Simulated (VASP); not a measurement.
# AlGa2As3 (P3m1) in VASP: a series of runs

The runs below take AlGa2As3 through single point, relaxation of cell and atoms, with PBE.

All numbers are computed with VASP 6.6.1; they aren't measurements. Logs are shortened: lines on timing, memory, paths and dates and some standing lists are left out, and cuts for length are marked.

## (1) The cell of the first run

The structure is trigonal, space group P3m1 (No. 156). The conventional cell has a = 3.884 Å, b = 3.884 Å, c = 9.515 Å, α = 90.00°, β = 90.00°, γ = 120.00°. Within 3.1 Å of Al (site symmetry 3m) lie 4 As at 2.38 Å. Ga (site symmetry 3m) has 4 As at 2.38 Å within 3.1 Å. Ga (site symmetry 3m) has 4 As at 2.38 Å within 3.1 Å. Within 3.1 Å of As (site symmetry 3m) lie 3 Al at 2.38 Å and 1 Ga at 2.38 Å. As (site symmetry 3m) has 4 Ga at 2.38 Å within 3.1 Å. Within 3.1 Å of As (site symmetry 3m) lie 3 Ga at 2.38 Å and 1 Al at 2.38 Å.

## (2) Single point, PBE

INCAR

```
SYSTEM = AlGa2As3
PREC     = Accurate       ! precision mode
ENCUT    = 520            ! plane-wave cutoff, eV
EDIFF    = 1E-6           ! SCF threshold, eV
ISMEAR   = 0              ! smearing method
SIGMA    = 0.1            ! smearing width, eV
LREAL    = .False.        ! projectors in reciprocal space
LASPH    = .True.         ! aspherical terms in the spheres
NELM     = 80             ! most SCF steps
ALGO     = Normal         ! electronic algorithm
ISIF     = 2              ! what is computed and relaxed
LWAVE    = .False.        ! write WAVECAR
LCHARG   = .False.        ! write CHGCAR
GGA      = PE             ! functional
NBANDS   = 31             ! bands
```

KPOINTS

```
Automatic mesh
0
Gamma
  6 6 2
  0 0 0
```

POSCAR

```
AlGa2As3
1.0
    3.8843796000      0.0000000000      0.0000000000
   -1.9421898000      3.3639714100      0.0000000000
    0.0000000000      0.0000000000      9.5147479900
Al Ga As
1 2 3
Direct
    0.0000000000      0.0000000000      0.0000000000
    0.3333333300      0.6666666700      0.6666666700
    0.6666666700      0.3333333300      0.3333333300
    0.3333333300      0.6666666700      0.9166666700
    0.6666666700      0.3333333300      0.5833333300
    0.0000000000      0.0000000000      0.2500000000
```

Potentials or basis: VASP PAW PBE potentials, release 64 (Al, Ga_d, As).

Command:

```
$ cat potpaw_PBE.64/Al/POTCAR potpaw_PBE.64/Ga_d/POTCAR potpaw_PBE.64/As/POTCAR > POTCAR
$ mpirun -np 1 vasp_std > vasp.out
```

OUTCAR:

```text
SYSTEM = AlGa2As3
   PREC = Accurate
   ENCUT = 520
   EDIFF = 1E-6
   ISMEAR = 0
   LREAL = .False.
   LASPH = .True.
   NELM = 80
   ISIF = 2
   GGA = PE

 ion  position               nearest neighbor table
   1  0.000  0.000  0.000-   4 2.38   4 2.38   4 2.38   6 2.38
   2  0.333  0.667  0.667-   5 2.38   5 2.38   4 2.38   5 2.38
   3  0.667  0.333  0.333-   6 2.38   6 2.38   6 2.38   5 2.38
   4  0.333  0.667  0.917-   1 2.38   1 2.38   1 2.38   2 2.38
   5  0.667  0.333  0.583-   2 2.38   2 2.38   3 2.38   2 2.38
   6  0.000  0.000  0.250-   3 2.38   3 2.38   3 2.38   1 2.38

  LATTYP: Found a hexagonal cell.
 ALAT       =     3.8843796000
 C/A-ratio  =     2.4494897435

  Lattice vectors:

 A1 = (   3.8843796000,   0.0000000000,   0.0000000000)
 A2 = (  -1.9421898000,   3.3639714100,   0.0000000000)
 A3 = (   0.0000000000,   0.0000000000,   9.5147479900)

Analysis of symmetry for initial positions (statically):
=====================================================================
 Subroutine PRICEL returns:
 Original cell was already a primitive cell.

 Routine SETGRP: Setting up the symmetry group for a
 hexagonal supercell.

 Subroutine GETGRP returns: Found  6 space group operations
 (whereof  6 operations were pure point group operations)
 out of a pool of 24 trial point group operations.

The static configuration has the point symmetry C_3v.

Analysis of symmetry for dynamics (positions and initial velocities):
=====================================================================
 Subroutine PRICEL returns:
 Original cell was already a primitive cell.

 Routine SETGRP: Setting up the symmetry group for a
 hexagonal supercell.

 Subroutine GETGRP returns: Found  6 space group operations
 (whereof  6 operations were pure point group operations)
 out of a pool of 24 trial point group operations.

The dynamic configuration has the point symmetry C_3v.

 Subroutine INISYM returns: Found  6 space group operations
 (whereof  6 operations are pure point group operations),
 and found     1 'primitive' translations

----------------------------------------------------------------------------------------

                                     Primitive cell

  volume of cell :     124.3287

  direct lattice vectors                    reciprocal lattice vectors
     3.884379600  0.000000000  0.000000000     0.257441369  0.148633843  0.000000000
    -1.942189800  3.363971410  0.000000000     0.000000000  0.297267687  0.000000000
     0.000000000  0.000000000  9.514747990     0.000000000  0.000000000  0.105099999

  length of vectors
     3.884379600  3.884379599  9.514747990     0.297267687  0.297267687  0.105099999

  position of ions in fractional coordinates (direct lattice)
     0.000000000  0.000000000  0.000000000
     0.333333330  0.666666670  0.666666670
     0.666666670  0.333333330  0.333333330
     0.333333330  0.666666670  0.916666670
     0.666666670  0.333333330  0.583333330
     0.000000000  0.000000000  0.250000000

  ion indices of the primitive-cell ions
   primitive index   ion index
                 1           1
                 2           2
                 3           3
                 4           4
                 5           5
                 6           6

----------------------------------------------------------------------------------------

 KPOINTS: Automatic mesh

Automatic generation of k-mesh.
 Grid dimensions read from file:
 generate k-points for:    6    6    2

 Generating k-lattice:

  Cartesian coordinates                     Fractional coordinates (reciprocal lattice)
     0.042906895  0.024772307  0.000000000     0.166666667  0.000000000  0.000000000
     0.000000000  0.049544614  0.000000000     0.000000000  0.166666667  0.000000000
     0.000000000  0.000000000  0.052549999     0.000000000  0.000000000  0.500000000

  Length of vectors
     0.049544614  0.049544614  0.052549999

  Shift w.r.t. Gamma in fractional coordinates (k-lattice)
     0.000000000  0.000000000  0.000000000

 Subroutine IBZKPT returns following result:
 ===========================================

 Found     14 irreducible k-points:

 Following reciprocal coordinates:
            Coordinates               Weight
  0.000000  0.000000  0.000000      1.000000
  0.166667  0.000000  0.000000      6.000000
  0.333333  0.000000  0.000000      6.000000
  0.500000 -0.000000  0.000000      3.000000
  0.166667  0.166667  0.000000      6.000000
  0.333333  0.166667  0.000000     12.000000
  0.333333  0.333333  0.000000      2.000000
  0.000000  0.000000  0.500000      1.000000
  0.166667  0.000000  0.500000      6.000000
  0.333333  0.000000  0.500000      6.000000
  0.500000 -0.000000  0.500000      3.000000
  0.166667  0.166667  0.500000      6.000000
  0.333333  0.166667  0.500000     12.000000
  0.333333  0.333333  0.500000      2.000000
   k-points           NKPTS =     14   k-points in BZ     NKDIM =     14   number of bands    NBANDS=     31
   number of dos      NEDOS =    301   number of ions     NIONS =      6
   total plane-waves  NPLWV =  64800
   dimension x,y,z NGX =    30 NGY =   30 NGZ =   72
   dimension x,y,z NGXF=    60 NGYF=   60 NGZF=  144
   ions per type =               1   2   3
   NGX,Y,Z   is equivalent  to a cutoff of  12.84, 12.84, 12.58 a.u.
   NGXF,Y,Z  is equivalent  to a cutoff of  25.68, 25.68, 25.16 a.u.
 SYSTEM =  AlGa2As3
   PREC   = accura    normal or accurate (medium, high low for compatibility)
   ISTART =      0    job   : 0-new  1-cont  2-samecut
   ICHARG =      2    charge: 1-file 2-atom 10-const
   ISPIN  =      1    spin polarized calculation?
   LNONCOLLINEAR =      F non collinear calculations
   LSORBIT =      F    spin-orbit coupling
   LASPH  =      T    aspherical Exc in radial PAW
   ENCUT  =  520.0 eV  38.22 Ry    6.18 a.u.   7.22  7.22 17.69*2*pi/ulx,y,z
   NELM   =     80;   NELMIN=  2; NELMDL= -5     # of ELM steps
   EDIFF  = 0.1E-05   stopping-criterion for ELM
   LREAL  =      F    real-space projection
   EDIFFG = 0.1E-04   stopping-criterion for IOM
   NSW    =      0    number of steps for IOM
   IBRION =     -1    ionic relax: 0-MD 1-quasi-New 2-CG
   NFREE  =      0    steps in history (QN), initial steepest desc. (CG)
   ISIF   =      2    stress and relaxation
   ISYM   =      2    0-nonsym 1-usesym 2-fastsym
   POTIM  = 0.5000    time-step for ionic-motion
   TEBEG  =    0.0;   TEEND  =   0.0 temperature during run
   PSTRESS=    0.0 pullay stress
   NELECT =      44.0000    total number of electrons
   NUPDOWN=      -1.0000    fix difference up-down
   EMIN   =  10.00;   EMAX   =-10.00  energy-range for DOS
   EFERMI =   0.00;   METHOD = LEGACY
   ISMEAR =     0;   SIGMA  =   0.10  broadening in eV -4-tet -1-fermi 0-gaus
   EFERMI_NEDOS =   21; number of points for ismear=-14 and -15
   IALGO  =     38    algorithm
   IMIX   =      4    mixing-type and parameters
     AMIX     =   0.40;   BMIX     =  1.00
     AMIX_MAG =   1.60;   BMIX_MAG =  1.00
  volume/ion in A,a.u.               =      20.72       139.84
  Fermi-wavevector in a.u.,A,eV,Ry     =   1.157982  2.188270 18.244369  1.340923
  Thomas-Fermi vector in A             =   2.294589
   LORBIT       =      0    0 simple, 1 ext, 2 COOP (PROOUT), +10 PAW based schemes
   GGA     = PE    functional components
   LHFCALC =     F    Hartree Fock is set to
   AEXX    =    0.0000 exact exchange contribution
   IVDW    =     0    specifies the selected vdW correction
   LEPSILON=     F    determine dielectric tensor
   LRPA    =     F    only Hartree local field effects (RPA)
 non-spin polarized calculation
 Gauss-broadening in eV      SIGMA  =   0.10
  energy-cutoff  :      520.00
  volume of cell :      124.33
 maximum number of plane-waves:      3375
 NGX is ok and might be reduce to    30
   NGX = 15   NGY = 15   NGZ = 35

 number of electron      44.0000012 magnetization

 Free energy of the ion-electron system (eV)
  ---------------------------------------------------
  ext. energy  EPLUGINS =         0.00000000
  ---------------------------------------------------
  free energy    TOTEN  =       -25.33320881 eV

  energy without entropy =      -25.33320881  energy(sigma->0) =      -25.33320881

 E-fermi :   5.2437     XC(G=0):  -9.7860

 val. band max:        4.7749698048   @ k =   0.0000   0.0000   0.0000
 cond. band min:       6.0084695060   @ k =   0.5000  -0.0000   0.0000
 fundamental gap:      1.2334997012
 Fermi energy:         5.2436822387

 k-point     1 :       0.0000    0.0000    0.0000
  band No.  band energies     occupation
      1     -10.1671      2.00000
      2     -10.1091      2.00000
      3     -10.0702      2.00000
      4     -10.0702      2.00000
      5     -10.0568      2.00000
      6     -10.0568      2.00000
[... 23 lines left out ...]
     30       9.4695      0.00000
     31       9.6770      0.00000

 k-point     2 :       0.1667    0.0000    0.0000
  band No.  band energies     occupation
      1     -10.1746      2.00000
      2     -10.1176      2.00000
      3     -10.0821      2.00000
      4     -10.0617      2.00000
      5     -10.0515      2.00000
      6     -10.0468      2.00000
[... 23 lines left out ...]
     30       9.9172      0.00000
     31      10.0857      0.00000

 k-point     3 :       0.3333    0.0000    0.0000
  band No.  band energies     occupation
      1     -10.1962      2.00000
      2     -10.1519      2.00000
      3     -10.0786      2.00000
      4     -10.0474      2.00000
      5     -10.0386      2.00000
      6     -10.0288      2.00000
[... 23 lines left out ...]
     30      10.9234      0.00000
     31      10.9767      0.00000

 k-point     4 :       0.5000   -0.0000    0.0000
  band No.  band energies     occupation
      1     -10.2087      2.00000
      2     -10.1693      2.00000
      3     -10.0738      2.00000
      4     -10.0421      2.00000
      5     -10.0320      2.00000
      6     -10.0214      2.00000
[... 23 lines left out ...]
     30      10.8657      0.00000
     31      11.9472      0.00000

 k-point     5 :       0.1667    0.1667    0.0000
  band No.  band energies     occupation
      1     -10.1883      2.00000
      2     -10.1413      2.00000
      3     -10.0808      2.00000
      4     -10.0506      2.00000
      5     -10.0442      2.00000
      6     -10.0340      2.00000
[... 23 lines left out ...]
     30       9.8116      0.00000
     31      10.0314      0.00000
[... 202 lines left out ...]
     30      12.5672      0.00000
     31      12.8986      0.00000

 k-point    12 :       0.1667    0.1667    0.5000
  band No.  band energies     occupation
      1     -10.1878      2.00000
      2     -10.1430      2.00000
      3     -10.0794      2.00000
      4     -10.0507      2.00000
      5     -10.0442      2.00000
      6     -10.0341      2.00000
[... 23 lines left out ...]
     30      10.5665      0.00000
     31      11.0376      0.00000

 k-point    13 :       0.3333    0.1667    0.5000
  band No.  band energies     occupation
      1     -10.2031      2.00000
      2     -10.1652      2.00000
      3     -10.0733      2.00000
      4     -10.0431      2.00000
      5     -10.0335      2.00000
      6     -10.0275      2.00000
[... 23 lines left out ...]
     30      10.8941      0.00000
     31      11.2499      0.00000

 k-point    14 :       0.3333    0.3333    0.5000
  band No.  band energies     occupation
      1     -10.2036      2.00000
      2     -10.1688      2.00000
      3     -10.0708      2.00000
      4     -10.0368      2.00000
      5     -10.0358      2.00000
      6     -10.0302      2.00000
[... 23 lines left out ...]
     30      11.4640      0.00000
     31      11.7823      0.00000

------------------------ aborting loop because EDIFF is reached ----------------------------------------

  FORCE on cell =-STRESS in cart. coord.  units (eV):
  Direction    XX          YY          ZZ          XY          YZ          ZX
  --------------------------------------------------------------------------------------
  -------------------------------------------------------------------------------------
  Total        8.9330860      8.9330859      8.7631203      0.0000000      0.0000000     -0.0000000
  in kB      115.1173662    115.1173661    112.9270814      0.0000000      0.0000000     -0.0000000
  external PRESSURE =     114.3872712 kB  Pullay stress =       0.0000000 kB

 VOLUME and BASIS-vectors are now :
 -----------------------------------------------------------------------------
  energy-cutoff  :      520.00
  volume of cell :      124.33
      direct lattice vectors                 reciprocal lattice vectors
     3.884379600  0.000000000  0.000000000     0.257441369  0.148633843  0.000000000
    -1.942189800  3.363971410  0.000000000     0.000000000  0.297267687  0.000000000
     0.000000000  0.000000000  9.514747990     0.000000000  0.000000000  0.105099999

 POSITION                                       TOTAL-FORCE (eV/Angst)
 -----------------------------------------------------------------------------------
      0.00000      0.00000      0.00000        -0.000000      0.000000     -0.046755
     -0.00000      2.24265      6.34317         0.000000     -0.000000     -0.038129
      1.94219      1.12132      3.17158        -0.000000      0.000000      0.053406
     -0.00000      2.24265      8.72185        -0.000000      0.000000      0.112145
      1.94219      1.12132      5.55027        -0.000000      0.000000     -0.020099
      0.00000      0.00000      2.37869        -0.000000      0.000000     -0.060569
 -----------------------------------------------------------------------------------
    total drift:                                0.000004     -0.000004     -0.000685

  FREE ENERGIE OF THE ION-ELECTRON SYSTEM (eV)
  ---------------------------------------------------
  free  energy   TOTEN  =       -25.3332088067 eV

  energy  without entropy=      -25.3332088067  energy(sigma->0) =      -25.33320881
```

Wall time 30 s (1 thread of Intel Xeon 6975P-C (Granite Rapids), shared host); peak memory 0.26 GiB.

Results:

```yaml
Free_energy: -25.3332 eV
Pressure: 11.4 GPa
Largest_force: 0.112 eV/Å
Band_gap_on_the_k_mesh: 1.23 eV (least direct gap 1.41 eV)
```

Forces in eV/Å, atoms in the order of the input:
```
Al   0.000  0.000 -0.047
Ga   0.000  0.000 -0.038
Ga   0.000  0.000  0.053
As   0.000  0.000  0.112
As   0.000  0.000 -0.020
As   0.000  0.000 -0.061
```

Stress tensor (GPa, compression positive):
```
11.51  0.00  0.00
 0.00 11.51  0.00
 0.00  0.00 11.29
```

Caveat: the cell stands under pressure.

## (3) Single point, PBE

This run uses another cell than the first one, of 23.62 Å³/atom.

INCAR

```
SYSTEM = AlGa2As3
ALGO = Normal
EDIFF = 1E-6
ENCUT = 520
GGA = PE
ISIF = 2
ISMEAR = 0
LASPH = .TRUE.
LCHARG = .TRUE.
LELF = .TRUE.
LREAL = .FALSE.
LVHAR = .TRUE.
LWAVE = .FALSE.
NBANDS = 31
NELM = 60
PREC = Accurate
SIGMA = 0.1
```

KPOINTS

```
k-points
0
G
  6 6 2
  0 0 0
```

POSCAR

```
AlGa2As3
1.0
    4.0611319457      0.0000000000      0.0000000000
   -2.0305659729      3.5170434331      0.0000000000
    0.0000000000      0.0000000000      9.9213934122
Al Ga As
1 2 3
Direct
    0.0000000000      0.0000000000     -0.0006229908
    0.3333333333      0.6666666667      0.6667568533
    0.6666666667      0.3333333333      0.3332695849
    0.3333333333      0.6666666667      0.9177947713
    0.6666666667      0.3333333333      0.5834506139
    0.0000000000      0.0000000000      0.2493511674
```

Potentials or basis: VASP PAW PBE potentials, release 64 (Al, Ga_d, As).

Command:

```
$ cat potpaw_PBE.64/Al/POTCAR potpaw_PBE.64/Ga_d/POTCAR potpaw_PBE.64/As/POTCAR > POTCAR
$ mpirun -np 1 vasp_std > vasp.out
```

Run time: 33 s. Hardware: 1 thread of Intel Xeon 6975P-C (Granite Rapids), shared host; peak memory 0.28 GiB.

Results (log left out):

```yaml
Free_energy: -25.8963 eV
Pressure: 0.2 GPa
Largest_force: 0.009 eV/Å
Band_gap_on_the_k_mesh: 0.54 eV
```

Forces in eV/Å, atoms in the order of the input:
```
Al   0.000  0.000  0.006
Ga   0.000  0.000  0.004
Ga   0.000  0.000  0.004
As   0.000  0.000  0.001
As   0.000  0.000 -0.007
As   0.000  0.000 -0.009
```

Levels at points of the mesh, in eV from the valence-band top:
```csv
k point,band 20,band 21,band 22,band 23,band 24,band 25
"(0.00, 0.00, 0.00)",-0.01,0.00,0.00,0.54,1.20,1.84
"(0.50, 0.00, 0.00)",-2.28,-1.49,-1.41,1.50,1.81,2.35
"(0.00, 0.00, 0.50)",-0.44,-0.23,-0.23,1.09,1.55,2.18
"(0.50, 0.00, 0.50)",-2.10,-1.00,-0.99,1.18,1.88,2.04
```

(Part 1 of 2 ends here.)
